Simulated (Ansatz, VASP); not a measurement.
## Ag in VASP and in Ansatz

```
Ag
1.0
     2.93000    0.00000    0.00000
    -1.46500    2.53745    0.00000
     0.00000    0.00000    4.61038
Ag
2
Direct
  0.33333 0.66667 0.25000
  0.66667 0.33333 0.75000
```

Change from the starting cell: strain -0.0375 x Voigt [0, 0, 1, 0, 0, 0], atoms carried along.

Alike in both runs: task single point; functional LDA; k mesh 18 × 18 × 10; occupations methfessel-paxton of order 1, width 0.1 eV; no spin polarisation.

```csv
,VASP,Ansatz
version,VASP 6.6.1,Ansatz 0.2.0
potentials or method,"VASP PAW LDA potentials, release 64 (Ag), cutoff 500 eV","scalar-relativistic, plane waves, PAW"
valence electrons in the cell,22,38
```

VASP gave:

```
gap on the k mesh at the Fermi level (eV)                     : none
pressure (GPa)                                                : -7.1
traceless stress, the component that is largest in VASP (GPa) : 2.08
```

Task: What did Ansatz give for the same quantities?

Result: gap on the k mesh at the Fermi level (eV): none; pressure (GPa): -7.3; traceless stress, the component that is largest in VASP (GPa): 2.08.

LDA's correlation is that of Perdew and Zunger in VASP and of Perdew and Wang (1992) in Ansatz. A gap of «none» marks a metal or a gap that the smearing closes. VASP's potentials hold 22 valence electrons a cell and Ansatz's 38, so a difference there can come from the potentials and not from the codes.
